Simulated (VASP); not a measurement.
Input of a VASP 6.6.1 run:

The input INCAR:

```
PREC = Accurate
ENCUT = 520
EDIFF = 1E-6
ISMEAR = 0
SIGMA = 0.05
LREAL = F
LASPH = T
NELM = 150
ALGO = Normal
ISIF = 2
LWAVE = F
LCHARG = F
ISPIN = 2
MAGMOM = 5 5 0 0
LORBIT = 11
LMAXMIX = 4
LDAU = T
LDAUTYPE = 2
LDAUL = 2 -1
LDAUU = 3.9 0
LDAUJ = 0 0
LDAUPRINT = 1
GGA = PE
NBANDS = 31
```

KPOINTS

```
Automatic mesh
0
Gamma
  4 4 2
```

The input POSCAR:

```
MnS
1.0
    3.9760000000      0.0000000000      0.0000000000
   -1.9880000000      3.4433170054      0.0000000000
    0.0000000000      0.0000000000      6.4320000000
Mn S
2 2
Direct
    0.3333333333      0.6666666667      0.0000000000
    0.6666666667      0.3333333333      0.5000000000
    0.3333333333      0.6666666667      0.3850000000
    0.6666666667      0.3333333333      0.8850000000
```

Potentials or basis: VASP PAW PBE potentials, release 64 (Mn_pv, S).

Run with:

```bash
$ cat potpaw_PBE.64/Mn_pv/POTCAR potpaw_PBE.64/S/POTCAR > POTCAR
$ mpirun -np 1 vasp_std > vasp.out
```

Q: Predict the site moments.

A: Mn +4.57; S +0.04 μB.

Q: Estimate the net moment.

A: 10.00 μB per cell.

Q: What does it give for the largest force?

A: 0.232 eV/Å.

Stress tensor (GPa, compression positive):
```
5.95 0.00 0.00
0.00 5.95 0.00
0.00 0.00 3.18
```

Caveat: the k points lie up to 0.49 Å⁻¹ apart; the run started ferromagnetic, and an antiferromagnetic order may lie lower in energy. The state reached can hang on the start; a lower one may exist.
